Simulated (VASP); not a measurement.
# Fe (Fm-3m) in VASP: notebook

The runs below take Fe through single point, with PBE.

All numbers are computed with VASP 6.6.1; they aren't measurements. Logs are shortened: lines on timing, memory, paths and dates and some standing lists are left out, and cuts for length are marked.

## Step 1: The cell of the first run

It takes space group Fm-3m (No. 225, cubic). Conventional cell: a = 3.639 Å, b = 3.639 Å, c = 3.639 Å, α = 90.00°, β = 90.00°, γ = 90.00°. Fe (site symmetry m-3m) has 12 Fe at 2.57 Å within 3.4 Å.

This isn't the form of Fe at room conditions, which is bcc.

## Step 2: Single point, PBE, collinear spin, ferromagnetic start

INCAR reads:

```
PREC = Accurate
ENCUT = 520
EDIFF = 1E-7
ISMEAR = -1
SIGMA = 0.1
LREAL = F
LASPH = T
NELM = 150
ALGO = Normal
ISIF = 2
LWAVE = F
LCHARG = F
ISPIN = 2
MAGMOM = 4 4
LORBIT = 11
LMAXMIX = 4
GGA = PE
NBANDS = 19
ISYM = 0
```

KPOINTS reads:

```
Automatic mesh
0
Gamma
  7 11 9
```

POSCAR reads:

```
Fe
1.0
   -1.8195000000     -3.6390000000     -1.8195000000
   -1.8195000000      0.0000000000     -1.8195000000
    1.8195000000      0.0000000000     -1.8195000000
Fe
2
Direct
    0.0000000000      0.0000000000      0.0000000000
    0.5000000000      0.0000000000      0.5000000000
```

Potentials or basis: VASP PAW PBE potentials, release 64 (Fe).

The run is started by

```
cat potpaw_PBE.64/Fe/POTCAR > POTCAR
mpirun -np 1 vasp_std > vasp.out
```

OUTCAR:

```text
PREC = Accurate
   ENCUT = 520
   EDIFF = 1E-7
   ISMEAR = -1
   LREAL = F
   LASPH = T
   NELM = 150
   ISIF = 2
   ISPIN = 2
   LORBIT = 11
   GGA = PE
   ISYM = 0

 ion  position               nearest neighbor table
   1  0.000  0.000  0.000-   2 2.57   2 2.57   2 2.57   2 2.57   2 2.57   2 2.57   2 2.57   2 2.57

   2  0.500  0.000  0.500-   1 2.57   1 2.57   1 2.57   1 2.57   1 2.57   1 2.57   1 2.57   1 2.57

IMPORTANT INFORMATION: All symmetrisations will be switched off!
NOSYMM: (Re-)initialisation of all symmetry stuff for point group C_1.

----------------------------------------------------------------------------------------

                                     Primitive cell

  volume of cell :      24.0944

  direct lattice vectors                    reciprocal lattice vectors
    -1.819500000 -3.639000000 -1.819500000     0.000000000 -0.274800769  0.000000000
    -1.819500000  0.000000000 -1.819500000    -0.274800769  0.274800769 -0.274800769
     1.819500000  0.000000000 -1.819500000     0.274800769  0.000000000 -0.274800769

  length of vectors
     4.456846587  2.573161577  2.573161577     0.274800769  0.475968895  0.388626975

  position of ions in fractional coordinates (direct lattice)
     0.000000000  0.000000000  0.000000000
     0.500000000  0.000000000  0.500000000

  ion indices of the primitive-cell ions
   primitive index   ion index
                 1           1
                 2           2

----------------------------------------------------------------------------------------

 KPOINTS: Automatic mesh

Automatic generation of k-mesh.
 Grid dimensions read from file:
 generate k-points for:    7   11    9

 Generating k-lattice:

  Cartesian coordinates                     Fractional coordinates (reciprocal lattice)
     0.000000000 -0.039257253  0.000000000     0.142857143  0.000000000  0.000000000
    -0.024981888  0.024981888 -0.024981888     0.000000000  0.090909091  0.000000000
     0.030533419  0.000000000 -0.030533419     0.000000000  0.000000000  0.111111111

  Length of vectors
     0.039257253  0.043269900  0.043180775

  Shift w.r.t. Gamma in fractional coordinates (k-lattice)
     0.000000000  0.000000000  0.000000000

 -----------------------------------------------------------------------------
|                                                                             |
|           W    W    AA    RRRRR   N    N  II  N    N   GGGG   !!!           |
|           W    W   A  A   R    R  NN   N  II  NN   N  G    G  !!!           |
|           W    W  A    A  R    R  N N  N  II  N N  N  G       !!!           |
|           W WW W  AAAAAA  RRRRR   N  N N  II  N  N N  G  GGG   !            |
|           WW  WW  A    A  R   R   N   NN  II  N   NN  G    G                |
|           W    W  A    A  R    R  N    N  II  N    N   GGGG   !!!           |
|                                                                             |
|     Your reciprocal lattice and k-lattice belong to different lattice       |
|     classes:                                                                |
|                                                                             |
|        The reciprocal lattice is simple tetragonal,                         |
|        whereas your k-lattice is simple monoclinic.                         |
|                                                                             |
|     Results are often still useful ...                                      |
|                                                                             |
 -----------------------------------------------------------------------------

 WARNING: IBZKPT: internal override: KBLOWUP is changed to .FALSE.
      ... skipping the blow-up phase ...

 Subroutine IBZKPT returns following result:
 ===========================================

 Found    347 irreducible k-points:

 Following reciprocal coordinates:
            Coordinates               Weight
  0.000000  0.000000  0.000000      1.000000
  0.142857  0.000000  0.000000      2.000000
  0.285714  0.000000  0.000000      2.000000
  0.428571  0.000000  0.000000      2.000000
  0.000000  0.090909  0.000000      2.000000
  0.142857  0.090909  0.000000      2.000000
[... 16 lines left out ...]
 -0.428571  0.272727  0.000000      2.000000
 -0.285714  0.272727  0.000000      2.000000
 [... further k-points ...]
   k-points           NKPTS =    347   k-points in BZ     NKDIM =    347   number of bands    NBANDS=     19
   number of dos      NEDOS =    301   number of ions     NIONS =      2
   total plane-waves  NPLWV =  14400
   dimension x,y,z NGX =    36 NGY =   20 NGZ =   20
   dimension x,y,z NGXF=    72 NGYF=   40 NGZF=   40
   ions per type =               2
   NGX,Y,Z   is equivalent  to a cutoff of  13.43, 12.92, 12.92 a.u.
   NGXF,Y,Z  is equivalent  to a cutoff of  26.86, 25.84, 25.84 a.u.
 SYSTEM =  unknown system
   PREC   = accura    normal or accurate (medium, high low for compatibility)
   ISTART =      0    job   : 0-new  1-cont  2-samecut
   ICHARG =      2    charge: 1-file 2-atom 10-const
   ISPIN  =      2    spin polarized calculation?
   LNONCOLLINEAR =      F non collinear calculations
   LSORBIT =      F    spin-orbit coupling
   LASPH  =      T    aspherical Exc in radial PAW
   ENCUT  =  520.0 eV  38.22 Ry    6.18 a.u.   8.29  4.78  4.78*2*pi/ulx,y,z
   NELM   =    150;   NELMIN=  2; NELMDL= -5     # of ELM steps
   EDIFF  = 0.1E-06   stopping-criterion for ELM
   LREAL  =      F    real-space projection
   EDIFFG = 0.1E-05   stopping-criterion for IOM
   NSW    =      0    number of steps for IOM
   IBRION =     -1    ionic relax: 0-MD 1-quasi-New 2-CG
   NFREE  =      0    steps in history (QN), initial steepest desc. (CG)
   ISIF   =      2    stress and relaxation
   ISYM   =      0    0-nonsym 1-usesym 2-fastsym
   POTIM  = 0.5000    time-step for ionic-motion
   TEBEG  =    0.0;   TEEND  =   0.0 temperature during run
   PSTRESS=    0.0 pullay stress
   NELECT =      16.0000    total number of electrons
   NUPDOWN=      -1.0000    fix difference up-down
   EMIN   =  10.00;   EMAX   =-10.00  energy-range for DOS
   EFERMI =   0.00;   METHOD = LEGACY
   ISMEAR =    -1;   SIGMA  =   0.10  broadening in eV -4-tet -1-fermi 0-gaus
   EFERMI_NEDOS =   21; number of points for ismear=-14 and -15
   IALGO  =     38    algorithm
   IMIX   =      4    mixing-type and parameters
     AMIX     =   0.40;   BMIX     =  1.00
     AMIX_MAG =   1.60;   BMIX_MAG =  1.00
  volume/ion in A,a.u.               =      12.05        81.30
  Fermi-wavevector in a.u.,A,eV,Ry     =   1.428267  2.699033 27.755163  2.039947
  Thomas-Fermi vector in A             =   2.548347
   LORBIT       =     11    0 simple, 1 ext, 2 COOP (PROOUT), +10 PAW based schemes
   GGA     = PE    functional components
   LHFCALC =     F    Hartree Fock is set to
   AEXX    =    0.0000 exact exchange contribution
   IVDW    =     0    specifies the selected vdW correction
   LEPSILON=     F    determine dielectric tensor
   LRPA    =     F    only Hartree local field effects (RPA)
 spin polarized calculation
  energy-cutoff  :      520.00
  volume of cell :       24.09
 maximum number of plane-waves:       666
 NGX is ok and might be reduce to    36
   NGX = 17   NGY =  9   NGZ =  9

 number of electron      15.9999996 magnetization       5.1113702

 Free energy of the ion-electron system (eV)
  ---------------------------------------------------
  ext. energy  EPLUGINS =         0.00000000
  ---------------------------------------------------
  free energy    TOTEN  =       -16.21183357 eV

  energy without entropy =      -16.13035643  energy(sigma->0) =      -16.17109500

 E-fermi :   5.4603     XC(G=0): -12.7741

 val. band max:        5.4587920993   @ k =   0.0000   0.0909   0.0000
 cond. band min:       5.4623698144   @ k =   0.1429   0.0000   0.0000
 fundamental gap:      0.0035777151
 Fermi energy:         5.4602955804

 spin component 1

 k-point     1 :       0.0000    0.0000    0.0000
  band No.  band energies     occupation
      1      -2.8900      1.00000
      2       0.5085      1.00000
      3       1.1558      1.00000
      4       3.0449      1.00000
      5       3.0465      1.00000
      6       3.0494      1.00000
[... 11 lines left out ...]
     18      27.9390      0.00000
     19      31.2504      0.00000

 k-point     2 :       0.1429    0.0000    0.0000
  band No.  band energies     occupation
      1      -2.6361      1.00000
      2       0.5601      1.00000
      3       1.2409      1.00000
      4       2.9456      1.00000
      5       3.1265      1.00000
      6       3.1282      1.00000
[... 11 lines left out ...]
     18      28.0310      0.00000
     19      29.6820      0.00000

 k-point     3 :       0.2857    0.0000    0.0000
  band No.  band energies     occupation
      1      -1.9046      1.00000
      2       0.6013      1.00000
      3       1.4837      1.00000
      4       2.6613      1.00000
      5       3.3656      1.00000
      6       3.3673      1.00000
[... 11 lines left out ...]
     18      27.2628      0.00000
     19      27.2632      0.00000

 k-point     4 :       0.4286    0.0000    0.0000
  band No.  band energies     occupation
      1      -0.8232      1.00000
      2       0.2114      1.00000
      3       1.8461      1.00000
      4       2.2658      1.00000
      5       3.4402      1.00000
      6       3.6492      1.00000
[... 407 lines left out ...]
     18      26.0697      0.00000
     19      29.3439      0.00000

 k-point    23 :      -0.4286    0.2727    0.0000
  band No.  band energies     occupation
      1      -0.3985      1.00000
      2       1.2439      1.00000
      3       2.0793      1.00000
      4       2.8089      1.00000
      5       3.0455      1.00000
      6       3.1472      1.00000
[... 11 lines left out ...]
     18      27.0874      0.00000
     19      28.9486      0.00000

 k-point    24 :      -0.2857    0.2727    0.0000
  band No.  band energies     occupation
      1       0.2971      1.00000
      2       0.8206      1.00000
      3       2.5110      1.00000
      4       2.8129      1.00000
      5       2.9728      1.00000
      6       2.9934      1.00000
[... 11 lines left out ...]
     18      26.6350      0.00000
     19      27.2694      0.00000

 [... further k-points ...]

 spin component 2

 k-point     1 :       0.0000    0.0000    0.0000
  band No.  band energies     occupation
      1      -2.6513      1.00000
      2       2.2848      1.00000
      3       3.0233      1.00000
      4       5.3680      0.71559
      5       5.3736      0.70401
      6       5.3747      0.70191
[... 11 lines left out ...]
     18      28.7191      0.00000
     19      31.6407      0.00000

 k-point     2 :       0.1429    0.0000    0.0000
  band No.  band energies     occupation
      1      -2.3961      1.00000
      2       2.2288      1.00000
      3       3.1252      1.00000
      4       5.2347      0.90520
      5       5.4624      0.49481
      6       5.4634      0.49232
[... 11 lines left out ...]
     18      28.8131      0.00000
     19      30.2460      0.00000

 k-point     3 :       0.2857    0.0000    0.0000
  band No.  band energies     occupation
      1      -1.6544      1.00000
      2       1.8424      1.00000
      3       3.4174      1.00000
      4       4.8724      0.99721
      5       5.7243      0.06661
      6       5.7253      0.06600
[... 11 lines left out ...]
     18      27.9571      0.00000
     19      27.9583      0.00000

 k-point     4 :       0.4286    0.0000    0.0000
  band No.  band energies     occupation
      1      -0.5127      1.00000
      2       0.8114      1.00000
      3       3.8581      1.00000
      4       4.3761      0.99998
      5       5.8340      0.02326
      6       6.0876      0.00188
[... 407 lines left out ...]
     18      26.5657      0.00000
     19      29.6389      0.00000

 k-point    23 :      -0.4286    0.2727    0.0000
  band No.  band energies     occupation
      1       0.0033      1.00000
      2       2.6571      1.00000
      3       3.8845      1.00000
      4       4.6424      0.99972
      5       5.0334      0.98620
      6       5.6362      0.14691
[... 11 lines left out ...]
     18      26.8336      0.00000
     19      29.7011      0.00000

 k-point    24 :      -0.2857    0.2727    0.0000
  band No.  band energies     occupation
      1       0.9265      1.00000
      2       1.7631      1.00000
      3       4.2575      0.99999
      4       4.4841      0.99994
      5       5.2285      0.91035
      6       5.4679      0.48088
[... 11 lines left out ...]
     18      27.3797      0.00000
     19      27.8710      0.00000

 [... further k-points ...]

------------------------ aborting loop because EDIFF is reached ----------------------------------------

  FORCE on cell =-STRESS in cart. coord.  units (eV):
  Direction    XX          YY          ZZ          XY          YZ          ZX
  --------------------------------------------------------------------------------------
  -------------------------------------------------------------------------------------
  Total       -0.1639634     -0.0972906     -0.1635292      0.0013046      0.0013063      0.0344527
  in kB      -10.9028798     -6.4694174    -10.8740079      0.0867515      0.0868633      2.2909620
  external PRESSURE =      -9.4154350 kB  Pullay stress =       0.0000000 kB

 VOLUME and BASIS-vectors are now :
 -----------------------------------------------------------------------------
  energy-cutoff  :      520.00
  volume of cell :       24.09
      direct lattice vectors                 reciprocal lattice vectors
    -1.819500000 -3.639000000 -1.819500000     0.000000000 -0.274800769  0.000000000
    -1.819500000  0.000000000 -1.819500000    -0.274800769  0.274800769 -0.274800769
     1.819500000  0.000000000 -1.819500000     0.274800769  0.000000000 -0.274800769

 POSITION                                       TOTAL-FORCE (eV/Angst)
 -----------------------------------------------------------------------------------
      0.00000      0.00000      0.00000         0.000000     -0.000000      0.000000
      0.00000     -1.81950     -1.81950        -0.000000      0.000000     -0.000000
 -----------------------------------------------------------------------------------
    total drift:                                0.000000      0.000000     -0.000000

  FREE ENERGIE OF THE ION-ELECTRON SYSTEM (eV)
  ---------------------------------------------------
  free  energy   TOTEN  =       -16.2118335665 eV

  energy  without entropy=      -16.1303564309  energy(sigma->0) =      -16.17109500

 total charge

# of ion       s       p       d       tot
------------------------------------------
    1        0.472   0.497   6.185   7.154
    2        0.472   0.497   6.185   7.154
--------------------------------------------------
tot          0.943   0.994  12.370  14.307

 magnetization (x)

# of ion       s       p       d       tot
------------------------------------------
    1       -0.017  -0.049   2.619   2.553
    2       -0.017  -0.049   2.619   2.553
--------------------------------------------------
tot         -0.033  -0.098   5.238   5.107
```

It took 6.3 min on 1 thread of Oxide Virtual Turin-like, shared host; peak memory 0.29 GiB.

Results:

| Item | Value |
| --- | --- |
| Free energy | -16.2118 eV |
| Pressure | -0.9 GPa |
| Net moment | 5.11 μB per cell |
| Site moments | Fe +2.55 μB |
| Valence electrons inside the program's atomic spheres | Fe 7.15 |

Levels at points of the mesh, in eV from the Fermi level:
Spin up:
```tsv
k point	band 7	band 8	band 9	band 10	band 11	band 12	band 13	band 14	band 15	band 16
(0.00, 0.00, 0.00)	-1.45	-1.45	-0.67	-0.24	-0.24	2.47	9.20	14.03	14.03	18.88
```
Spin down:
```
           k point  band 2  band 3  band 4  band 5  band 6  band 7  band 8  band 9  band 10  band 11
(0.00, 0.00, 0.00)   -3.18   -2.44   -0.09   -0.09   -0.09    1.51    1.51    2.41     2.43     2.43
```

## Step 3: Single point, PBE, collinear spin, ferromagnetic start

INCAR reads:

```
SYSTEM = Fe
ALGO = Normal
EDIFF = 1E-7
ENCUT = 520
GGA = PE
ISIF = 2
ISMEAR = -1
ISPIN = 2
ISYM = 0
LASPH = .True.
LCHARG = .True.
LELF = .True.
LMAXMIX = 4
LORBIT = 11
LREAL = .False.
LVHAR = .True.
LWAVE = .False.
MAGMOM = 4 4
NBANDS = 19
NELM = 150
PREC = Accurate
SIGMA = 0.1
```

KPOINTS reads:

```
k-points
0
Gamma
  7 11 9
  0 0 0
```

POSCAR is that of step 2.

Potentials or basis: VASP PAW PBE potentials, release 64 (Fe).

The run is started by

```
cat potpaw_PBE.64/Fe/POTCAR > POTCAR
mpirun -np 1 vasp_std > vasp.out
```

Run time: 7.1 min. Hardware: 1 thread of Oxide Virtual Turin-like, shared host; peak memory 0.29 GiB.

It converged, with:

- Free energy: -16.2118 eV
- Pressure: -0.9 GPa
- Net moment: 5.11 μB per cell
- Site moments: Fe +2.55 μB
- Valence electrons inside the program's atomic spheres: Fe 7.15

Stress tensor (GPa, compression positive):
```
-1.09  0.01  0.23
 0.01 -0.65  0.01
 0.23  0.01 -1.09
```

Levels at points of the mesh, in eV from the Fermi level:
Spin up:
```tsv
k point	band 8	band 9	band 10	band 11	band 12	band 13	band 14	band 15
(0.00, 0.00, 0.00)	-1.45	-0.67	-0.24	-0.24	2.47	9.20	14.03	14.03
```
Spin down:
| k point | band 2 | band 3 | band 4 | band 5 | band 6 | band 7 | band 8 | band 9 | band 10 | band 11 |
| --- | --- | --- | --- | --- | --- | --- | --- | --- | --- | --- |
| (0.00, 0.00, 0.00) | -3.18 | -2.44 | -0.09 | -0.09 | -0.09 | 1.51 | 1.51 | 2.41 | 2.43 | 2.43 |
